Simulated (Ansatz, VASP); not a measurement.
One calculation of BaTe, two programs

File INCAR:

```
SYSTEM = BaTe
ALGO = Normal
EDIFF = 1E-6
ENCUT = 520
GGA = PE
ISIF = 2
ISMEAR = 0
LASPH = .TRUE.
LCHARG = .TRUE.
LELF = .TRUE.
LREAL = .FALSE.
LVHAR = .TRUE.
LWAVE = .FALSE.
NBANDS = 15
NELM = 60
PREC = Accurate
SIGMA = 0.01
```

File KPOINTS:

```
k-points
0
G
  6 6 6
  0 0 0
```

POSCAR

```
BaTe
1.0
    0.0000000000      3.4602770877      3.4602770877
    3.4602770877      0.0000000000      3.4602770877
    3.4602770877      3.4602770877      0.0000000000
Ba Te
1 1
Direct
    0.0000000000      0.0000000000      0.0000000000
    0.5000000000      0.5000000000      0.5000000000
```

Input for Ansatz:

```yaml
crystal:
  lattice:
    - [0.0, 3.4602770877, 3.4602770877]
    - [3.4602770877, 0.0, 3.4602770877]
    - [3.4602770877, 3.4602770877, 0.0]
  atoms:
    - { symbol: Ba, position: [0.0, 0.0, 0.0] }
    - { symbol: Te, position: [0.5, 0.5, 0.5] }
kpoints:
  mp_grid: { grid: [6, 6, 6] }
hamiltonian:
  xc: pbe
scf:
  occupations: { method: fixed }
  n_extra_bands: 4
output:
  forces: true
  stress: true
  eigenvalues: true
```

Alike in both runs: task single point; functional PBE; k mesh 6 × 6 × 6; no spin polarisation.

|  | VASP | Ansatz |
| --- | --- | --- |
| version | VASP 6.6.1 | Ansatz 0.2.0 |
| potentials or method | VASP PAW PBE potentials, release 64 (Ba_sv, Te) | plane waves, PAW |
| plane-wave cutoff (eV) | 520 | 420 |
| occupations | gaussian, width 0.01 eV | fixed |
| valence electrons in the cell | 16 | 26 |

VASP gave:

- gap on the k mesh at the Fermi level (eV): 1.44
- pressure (GPa): 2.4

Estimate Ansatz's values.

gap on the k mesh at the Fermi level (eV): 1.53; pressure (GPa): 2.0.

VASP's potentials hold 16 valence electrons a cell and Ansatz's 26, so a difference there can come from the potentials and not from the codes.

Neither program's run includes spin-orbit coupling.
